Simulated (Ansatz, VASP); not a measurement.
## Two plane-wave programs on Te

File POSCAR:

```
Te
1.0
   -2.0934040987      2.0934040987      2.0934040987
    2.0934040987     -2.0934040987      2.0934040987
    2.0934040987      2.0934040987     -2.0934040987
Te
1
Direct
    0.0000000000      0.0000000000      0.0000000000
```

Contents of INCAR.step1:

```
ALGO = Normal ; EDIFF = 1E-4
ENCUT = 600 ; GGA = PE
ISMEAR = 0 ; LASPH = True
LCHARG = False ; LREAL = False
LWAVE = True ; NELM = 60
PREC = Accurate ; SIGMA = 0.1
```

File INCAR.step2:

```
ALGO = Normal ; EDIFF = 1E-6
EDIFFG = -0.04 ; ENCUT = 600
IBRION = 2 ; ISIF = 3
ISMEAR = 0 ; ISTART = 1
LASPH = True ; LCHARG = False
LMIXTAU = True ; LREAL = False
LWAVE = False ; METAGGA = R2SCAN
NELM = 60 ; NSW = 90
PREC = Accurate ; SIGMA = 0.1
```

File KPOINTS:

```
k-points
0
Gamma
  6 6 6
```

Input for Ansatz:

```yaml
crystal:
  lattice:
    - [-2.0934040987, 2.0934040987, 2.0934040987]
    - [2.0934040987, -2.0934040987, 2.0934040987]
    - [2.0934040987, 2.0934040987, -2.0934040987]
  atoms:
    - { symbol: Te, position: [0.0, 0.0, 0.0] }
basis:
  ecutwfc: 500
kpoints:
  mp_grid: { grid: [6, 6, 6] }
hamiltonian:
  xc: r2scan
scf:
  occupations: { method: gaussian, width: 0.1 }
  lower_state_search: "off"
output:
  forces: true
  stress: true
  eigenvalues: true
relax:
  adjacent_minimum: "off"
  f_tol: 0.04
  max_steps: 70
  cell: { stress_tol: 0.4 }
```

Alike in both runs: task relaxation of cell and atoms; functional r2SCAN; k mesh 6 × 6 × 6; occupations gaussian, width 0.1 eV; no spin polarisation.

|  | VASP | Ansatz |
| --- | --- | --- |
| version | VASP 6.6.1 | Ansatz 0.2.0 |
| potentials or method | VASP PAW PBE potentials, release 64 (Te), cutoff 600 eV | scalar-relativistic, plane waves, PAW |
| valence electrons in the cell | 6 | 16 |

Ansatz gave:

- gap on the k mesh at the Fermi level, each at its own relaxed structure (eV): none
- relaxed volume (Å³/atom): 28.22
- relaxed length of the cell vector where the two differ most in proportion (Å): 3.322

Problem. What did VASP give for the same quantities?

Solution. gap on the k mesh at the Fermi level, each at its own relaxed structure (eV): none; relaxed volume (Å³/atom): 28.19; relaxed length of the cell vector where the two differ most in proportion (Å): 3.321.

VASP's potentials were made for PBE, not for r2SCAN. A gap of «none» marks a metal or a gap that the smearing closes. VASP's potentials hold 6 valence electrons a cell and Ansatz's 16, so a difference there can come from the potentials and not from the codes.

Neither program's run includes spin-orbit coupling. Noted on VASP's run: the volume moved by over 15 % at a fixed basis, so the end points are rough.
